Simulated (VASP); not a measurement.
# Hf (P6_3/mmc) in VASP: further runs

Runs on Hf. Level: PBEsol. Tasks: single point.

All numbers are computed with VASP 6.6.1; they aren't measurements. Logs are shortened: lines on timing, memory, paths and dates and some standing lists are left out, and cuts for length are marked.

**1. The cell of the first run**

Symmetry: P6_3/mmc, No. 194, hexagonal system. Conventional cell: a = 3.149 Å, b = 3.149 Å, c = 4.991 Å, α = 90.00°, β = 90.00°, γ = 120.00°. Within 4.1 Å of Hf (site symmetry -6m2) lie 12 Hf at 3.09 to 3.15 Å.

**2. Single point, PBEsol**

Contents of INCAR:

```
SYSTEM = Hf
ALGO = Normal ; EDIFF = 1E-6
ENCUT = 500 ; GGA = PS
GGA_COMPAT = .FALSE. ; ISIF = 2
ISMEAR = -1 ; LASPH = .TRUE.
LCHARG = .TRUE. ; LELF = .TRUE.
LREAL = .FALSE. ; LVHAR = .TRUE.
LWAVE = .FALSE. ; NBANDS = 17
NELM = 120 ; PREC = Accurate
SIGMA = 0.1
```

Contents of KPOINTS:

```
k-points
0
G
  18 18 10
  0 0 0
```

Contents of POSCAR:

```
Hf
1.0
    3.1487801238      0.0000000000      0.0000000000
   -1.5743900619      2.7269235781      0.0000000000
    0.0000000000      0.0000000000      4.9913290988
Hf
2
Direct
    0.3333333333      0.6666666667      0.2500000000
    0.6666666667      0.3333333333      0.7500000000
```

Potentials or basis: VASP PAW PBE potentials, release 64 (Hf_pv).

Command:

```sh
$ cat potpaw_PBE.64/Hf_pv/POTCAR > POTCAR
$ mpirun -np 1 vasp_std > vasp.out
```

OUTCAR:

```text
SYSTEM = Hf
   EDIFF = 1E-6
   ENCUT = 500
   GGA = PS
   ISIF = 2
   ISMEAR = -1
   LASPH = .TRUE.
   LREAL = .FALSE.
   NELM = 120
   PREC = Accurate

 ion  position               nearest neighbor table
   1  0.333  0.667  0.250-   2 3.09   2 3.09   2 3.09   2 3.09   2 3.09   2 3.09
   2  0.667  0.333  0.750-   1 3.09   1 3.09   1 3.09   1 3.09   1 3.09   1 3.09

  LATTYP: Found a hexagonal cell.
 ALAT       =     3.1487801238
 C/A-ratio  =     1.5851627940

  Lattice vectors:

 A1 = (   3.1487801238,   0.0000000000,   0.0000000000)
 A2 = (  -1.5743900619,   2.7269235781,   0.0000000000)
 A3 = (   0.0000000000,   0.0000000000,   4.9913290988)

Analysis of symmetry for initial positions (statically):
=====================================================================
 Subroutine PRICEL returns:
 Original cell was already a primitive cell.

 Routine SETGRP: Setting up the symmetry group for a
 hexagonal supercell.

 Subroutine GETGRP returns: Found 24 space group operations
 (whereof 12 operations were pure point group operations)
 out of a pool of 24 trial point group operations.

The static configuration has the point symmetry D_3d.
 The point group associated with its full space group is D_6h.

Analysis of symmetry for dynamics (positions and initial velocities):
=====================================================================
 Subroutine PRICEL returns:
 Original cell was already a primitive cell.

 Routine SETGRP: Setting up the symmetry group for a
 hexagonal supercell.

 Subroutine GETGRP returns: Found 24 space group operations
 (whereof 12 operations were pure point group operations)
 out of a pool of 24 trial point group operations.

The dynamic configuration has the point symmetry D_3d.
 The point group associated with its full space group is D_6h.

 Subroutine INISYM returns: Found 24 space group operations
 (whereof 12 operations are pure point group operations),
 and found     1 'primitive' translations

----------------------------------------------------------------------------------------

                                     Primitive cell

  volume of cell :      42.8580

  direct lattice vectors                    reciprocal lattice vectors
     3.148780124  0.000000000  0.000000000     0.317583305  0.183356807  0.000000000
    -1.574390062  2.726923578  0.000000000     0.000000000  0.366713614  0.000000000
     0.000000000  0.000000000  4.991329099     0.000000000  0.000000000  0.200347439

  length of vectors
     3.148780124  3.148780124  4.991329099     0.366713614  0.366713614  0.200347439

  position of ions in fractional coordinates (direct lattice)
     0.333333333  0.666666667  0.250000000
     0.666666667  0.333333333  0.750000000

  ion indices of the primitive-cell ions
   primitive index   ion index
                 1           1
                 2           2

----------------------------------------------------------------------------------------

 KPOINTS: k-points

Automatic generation of k-mesh.
 Grid dimensions read from file:
 generate k-points for:   18   18   10

 Generating k-lattice:

  Cartesian coordinates                     Fractional coordinates (reciprocal lattice)
     0.017643517  0.010186489  0.000000000     0.055555556  0.000000000  0.000000000
     0.000000000  0.020372979  0.000000000     0.000000000  0.055555556  0.000000000
     0.000000000  0.000000000  0.020034744     0.000000000  0.000000000  0.100000000

  Length of vectors
     0.020372979  0.020372979  0.020034744

  Shift w.r.t. Gamma in fractional coordinates (k-lattice)
     0.000000000  0.000000000  0.000000000

 Subroutine IBZKPT returns following result:
 ===========================================

 Found    222 irreducible k-points:

 Following reciprocal coordinates:
            Coordinates               Weight
  0.000000  0.000000  0.000000      1.000000
  0.055556 -0.000000  0.000000      6.000000
  0.111111 -0.000000  0.000000      6.000000
  0.166667 -0.000000  0.000000      6.000000
  0.222222  0.000000  0.000000      6.000000
  0.277778  0.000000  0.000000      6.000000
[... 16 lines left out ...]
  0.333333  0.111111  0.000000     12.000000
  0.388889  0.111111  0.000000     12.000000
 [... further k-points ...]
   k-points           NKPTS =    222   k-points in BZ     NKDIM =    222   number of bands    NBANDS=     17
   number of dos      NEDOS =    301   number of ions     NIONS =      2
   total plane-waves  NPLWV =  20736
   dimension x,y,z NGX =    24 NGY =   24 NGZ =   36
   dimension x,y,z NGXF=    48 NGYF=   48 NGZF=   72
   ions per type =               2
   NGX,Y,Z   is equivalent  to a cutoff of  12.67, 12.67, 11.99 a.u.
   NGXF,Y,Z  is equivalent  to a cutoff of  25.34, 25.34, 23.98 a.u.
 SYSTEM =  Hf
   PREC   = accura    normal or accurate (medium, high low for compatibility)
   ISTART =      0    job   : 0-new  1-cont  2-samecut
   ICHARG =      2    charge: 1-file 2-atom 10-const
   ISPIN  =      1    spin polarized calculation?
   LNONCOLLINEAR =      F non collinear calculations
   LSORBIT =      F    spin-orbit coupling
   LASPH  =      T    aspherical Exc in radial PAW
   ENCUT  =  500.0 eV  36.75 Ry    6.06 a.u.   5.74  5.74  9.10*2*pi/ulx,y,z
   NELM   =    120;   NELMIN=  2; NELMDL= -5     # of ELM steps
   EDIFF  = 0.1E-05   stopping-criterion for ELM
   LREAL  =      F    real-space projection
   EDIFFG = 0.1E-04   stopping-criterion for IOM
   NSW    =      0    number of steps for IOM
   IBRION =     -1    ionic relax: 0-MD 1-quasi-New 2-CG
   NFREE  =      0    steps in history (QN), initial steepest desc. (CG)
   ISIF   =      2    stress and relaxation
   ISYM   =      2    0-nonsym 1-usesym 2-fastsym
   POTIM  = 0.5000    time-step for ionic-motion
   TEBEG  =    0.0;   TEEND  =   0.0 temperature during run
   PSTRESS=    0.0 pullay stress
   NELECT =      20.0000    total number of electrons
   NUPDOWN=      -1.0000    fix difference up-down
   EMIN   =  10.00;   EMAX   =-10.00  energy-range for DOS
   EFERMI =   0.00;   METHOD = LEGACY
   ISMEAR =    -1;   SIGMA  =   0.10  broadening in eV -4-tet -1-fermi 0-gaus
   EFERMI_NEDOS =   21; number of points for ismear=-14 and -15
   IALGO  =     38    algorithm
   IMIX   =      4    mixing-type and parameters
     AMIX     =   0.40;   BMIX     =  1.00
     AMIX_MAG =   1.60;   BMIX_MAG =  1.00
  volume/ion in A,a.u.               =      21.43       144.61
  Fermi-wavevector in a.u.,A,eV,Ry     =   1.269817  2.399605 21.938498  1.612434
  Thomas-Fermi vector in A             =   2.402837
   LORBIT       =      0    0 simple, 1 ext, 2 COOP (PROOUT), +10 PAW based schemes
   GGA     = PS    functional components
   LHFCALC =     F    Hartree Fock is set to
   AEXX    =    0.0000 exact exchange contribution
   IVDW    =     0    specifies the selected vdW correction
   LEPSILON=     F    determine dielectric tensor
   LRPA    =     F    only Hartree local field effects (RPA)
 non-spin polarized calculation
  energy-cutoff  :      500.00
  volume of cell :       42.86
 maximum number of plane-waves:      1100
 NGX is ok and might be reduce to    24
   NGX = 11   NGY = 11   NGZ = 19

 number of electron      19.9999994 magnetization

 Free energy of the ion-electron system (eV)
  ---------------------------------------------------
  ext. energy  EPLUGINS =         0.00000000
  ---------------------------------------------------
  free energy    TOTEN  =       -21.03209274 eV

  energy without entropy =      -20.97720073  energy(sigma->0) =      -21.00464673

 E-fermi :   5.0423     XC(G=0): -11.5895

 val. band max:        5.0324108923   @ k =   0.3889   0.2222   0.3000
 cond. band min:       5.0457722953   @ k =   0.2222   0.2222   0.5000
 fundamental gap:      0.0133614030
 Fermi energy:         5.0422928268

 k-point     1 :       0.0000    0.0000    0.0000
  band No.  band energies     occupation
      1     -25.9380      2.00000
      2     -25.0803      2.00000
      3     -25.0803      2.00000
      4     -24.9343      2.00000
      5     -24.9343      2.00000
      6     -24.9337      2.00000
[... 9 lines left out ...]
     16       7.7864      0.00000
     17      10.6261      0.00000

 k-point     2 :       0.0556   -0.0000    0.0000
  band No.  band energies     occupation
      1     -25.9287      2.00000
      2     -25.1006      2.00000
      3     -25.0871      2.00000
      4     -24.9559      2.00000
      5     -24.9379      2.00000
      6     -24.9370      2.00000
[... 9 lines left out ...]
     16       7.6881      0.00000
     17      10.7092      0.00000

 k-point     3 :       0.1111   -0.0000    0.0000
  band No.  band energies     occupation
      1     -25.9013      2.00000
      2     -25.1591      2.00000
      3     -25.1063      2.00000
      4     -25.0171      2.00000
      5     -24.9505      2.00000
      6     -24.9449      2.00000
[... 9 lines left out ...]
     16       7.4544      0.00000
     17      10.9105      0.00000

 k-point     4 :       0.1667   -0.0000    0.0000
  band No.  band energies     occupation
      1     -25.8574      2.00000
      2     -25.2487      2.00000
      3     -25.1350      2.00000
      4     -25.1086      2.00000
      5     -24.9717      2.00000
      6     -24.9578      2.00000
[... 9 lines left out ...]
     16       7.8829      0.00000
     17      11.1543      0.00000

 k-point     5 :       0.2222    0.0000    0.0000
  band No.  band energies     occupation
      1     -25.7999      2.00000
      2     -25.3586      2.00000
      3     -25.2170      2.00000
      4     -25.1691      2.00000
      5     -25.0014      2.00000
      6     -24.9744      2.00000
[... 9 lines left out ...]
     16       8.4590      0.00000
     17      11.3821      0.00000

 k-point     6 :       0.2778    0.0000    0.0000
  band No.  band energies     occupation
      1     -25.7324      2.00000
      2     -25.4752      2.00000
      3     -25.3284      2.00000
      4     -25.2043      2.00000
      5     -25.0390      2.00000
      6     -24.9929      2.00000
[... 9 lines left out ...]
     16       9.1535      0.00000
     17      11.5653      0.00000

 k-point     7 :       0.3333    0.0000    0.0000
  band No.  band energies     occupation
      1     -25.6601      2.00000
      2     -25.5843      2.00000
      3     -25.4297      2.00000
      4     -25.2366      2.00000
      5     -25.0832      2.00000
      6     -25.0107      2.00000
[... 9 lines left out ...]
     16       9.9195      0.00000
     17      11.6970      0.00000

 k-point     8 :       0.3889    0.0000    0.0000
  band No.  band energies     occupation
      1     -25.6726      2.00000
      2     -25.5903      2.00000
      3     -25.5102      2.00000
      4     -25.2624      2.00000
      5     -25.1300      2.00000
      6     -25.0255      2.00000
[... 9 lines left out ...]
     16      10.6897      0.00000
     17      11.7816      0.00000
[... 203 lines left out ...]
      1     -25.8321      2.00000
      2     -25.2753      2.00000
      3     -25.2173      2.00000
      4     -25.0992      2.00000
      5     -24.9845      2.00000
      6     -24.9806      2.00000
[... 9 lines left out ...]
     16       8.2781      0.00000
     17      11.1460      0.00000

 k-point    20 :       0.1667    0.1111    0.0000
  band No.  band energies     occupation
      1     -25.7761      2.00000
      2     -25.3649      2.00000
      3     -25.3056      2.00000
      4     -25.1467      2.00000
      5     -25.0142      2.00000
      6     -25.0072      2.00000
[... 9 lines left out ...]
     16       8.9402      0.00000
     17      11.2751      0.00000

 k-point    21 :       0.2222    0.1111    0.0000
  band No.  band energies     occupation
      1     -25.7102      2.00000
      2     -25.4706      2.00000
      3     -25.3851      2.00000
      4     -25.2000      2.00000
      5     -25.0520      2.00000
      6     -25.0331      2.00000
[... 9 lines left out ...]
     16       9.7105      0.00000
     17      11.3922      0.00000

 k-point    22 :       0.2778    0.1111    0.0000
  band No.  band energies     occupation
      1     -25.6393      2.00000
      2     -25.5724      2.00000
      3     -25.4544      2.00000
      4     -25.2509      2.00000
      5     -25.0965      2.00000
      6     -25.0564      2.00000
[... 9 lines left out ...]
     16      10.5498      0.00000
     17      11.4811      0.00000

 k-point    23 :       0.3333    0.1111    0.0000
  band No.  band energies     occupation
      1     -25.6551      2.00000
      2     -25.5700      2.00000
      3     -25.5097      2.00000
      4     -25.2920      2.00000
      5     -25.1440      2.00000
      6     -25.0752      2.00000
[... 9 lines left out ...]
     16      11.4061      0.00000
     17      11.5388      0.00000

 k-point    24 :       0.3889    0.1111    0.0000
  band No.  band energies     occupation
      1     -25.7085      2.00000
      2     -25.5456      2.00000
      3     -25.5139      2.00000
      4     -25.3184      2.00000
      5     -25.1860      2.00000
      6     -25.0874      2.00000
[... 9 lines left out ...]
     16      11.5699      0.00000
     17      12.1609      0.00000

 [... further k-points ...]

------------------------ aborting loop because EDIFF is reached ----------------------------------------

  FORCE on cell =-STRESS in cart. coord.  units (eV):
  Direction    XX          YY          ZZ          XY          YZ          ZX
  --------------------------------------------------------------------------------------
  -------------------------------------------------------------------------------------
  Total        0.1753091      0.1753091      0.1476563      0.0000000     -0.0000000      0.0000000
  in kB        6.5536542      6.5536542      5.5198993      0.0000000     -0.0000000      0.0000000
  external PRESSURE =       6.2090693 kB  Pullay stress =       0.0000000 kB

 VOLUME and BASIS-vectors are now :
 -----------------------------------------------------------------------------
  energy-cutoff  :      500.00
  volume of cell :       42.86
      direct lattice vectors                 reciprocal lattice vectors
     3.148780124  0.000000000  0.000000000     0.317583305  0.183356807  0.000000000
    -1.574390062  2.726923578  0.000000000     0.000000000  0.366713614  0.000000000
     0.000000000  0.000000000  4.991329099     0.000000000  0.000000000  0.200347439

 POSITION                                       TOTAL-FORCE (eV/Angst)
 -----------------------------------------------------------------------------------
     -0.00000      1.81795      1.24783        -0.000000      0.000000      0.000000
      1.57439      0.90897      3.74350         0.000000     -0.000000      0.000000
 -----------------------------------------------------------------------------------
    total drift:                                0.000000     -0.000000      0.000000

  FREE ENERGIE OF THE ION-ELECTRON SYSTEM (eV)
  ---------------------------------------------------
  free  energy   TOTEN  =       -21.0320927376 eV

  energy  without entropy=      -20.9772007323  energy(sigma->0) =      -21.00464673
```

Run time: 80 s. Hardware: 1 thread of Intel Xeon Platinum 8259CL at 2.50GHz (Skylake/Cascade Lake), shared host; peak memory 0.25 GiB.

Results:

- Free energy: -21.0321 eV
- Pressure: 0.6 GPa
- Band gap on the k mesh: zero (band 10 reaches 6.24 eV, above the bottom of band 11 at 4.67 eV)

Stress tensor (GPa, compression positive):
```
0.66 0.00 0.00
0.00 0.66 0.00
0.00 0.00 0.55
```

Caveat: the PAW data sets were made with another functional, which shifts forces and pressure a little; spin-orbit coupling is left out, which moves the levels of the heavy elements.

**3. Single point, PBEsol**

This run uses another cell than the first one, of 21.61 Å³/atom, 1.009 times its volume.

Contents of INCAR:

```
PREC = Accurate ; ENCUT = 500
EDIFF = 1E-6 ; ISMEAR = -1
SIGMA = 0.1 ; LREAL = False
LASPH = True ; NELM = 120
ALGO = Normal ; ISIF = 2
LWAVE = False ; LCHARG = False
GGA = PS ; NBANDS = 17
GGA_COMPAT = False
```

Contents of KPOINTS:

```
Automatic mesh
0
Gamma
  18 18 10
```

Contents of POSCAR:

```
Hf
1.0
    3.1581217154      0.0000000000      0.0000000000
   -1.5790608577      2.7350136338      0.0000000000
    0.0000000000      0.0000000000      5.0042329878
Hf
2
Direct
    0.3333333333      0.6666666667      0.2500000000
    0.6666666667      0.3333333333      0.7500000000
```

Potentials or basis: VASP PAW PBE potentials, release 64 (Hf_pv).

Command:

```sh
$ cat potpaw_PBE.64/Hf_pv/POTCAR > POTCAR
$ mpirun -np 1 vasp_std > vasp.out
```

It took 87 s on 1 thread of Intel Xeon Platinum 8259CL at 2.50GHz (Skylake/Cascade Lake), shared host; peak memory 0.25 GiB.

Results (log left out):

```
Free energy            : -21.0324 eV
Pressure               : -0.4 GPa
Band gap on the k mesh : zero (band 10 reaches 6.18 eV, above the bottom of band 11 at 4.60 eV)
```

Stress tensor (GPa, compression positive):
```
-0.32  0.00  0.00
 0.00 -0.32  0.00
 0.00  0.00 -0.43
```

Levels at points of the mesh, in eV from the Fermi level:
| k point | band 6 | band 7 | band 8 | band 9 | band 10 | band 11 | band 12 | band 13 | band 14 | band 15 |
| --- | --- | --- | --- | --- | --- | --- | --- | --- | --- | --- |
| (0.00, 0.00, 0.00) | -30.01 | -7.49 | -3.81 | 0.80 | 1.19 | 1.19 | 1.47 | 2.05 | 2.05 | 2.72 |
| (0.50, 0.00, 0.00) | -30.11 | -3.40 | -2.86 | -2.32 | -0.70 | 0.79 | 0.92 | 1.75 | 6.15 | 6.68 |
| (0.00, 0.00, 0.50) | -30.08 | -5.45 | -5.45 | 0.15 | 0.15 | 1.08 | 1.08 | 1.08 | 1.08 | 4.98 |
| (0.50, 0.00, 0.50) | -30.23 | -3.51 | -3.51 | -1.04 | -1.04 | 1.33 | 1.33 | 2.74 | 2.74 | 6.34 |

Caveat: the PAW data sets were made with another functional, which shifts forces and pressure a little; spin-orbit coupling is left out, which moves the levels of the heavy elements.
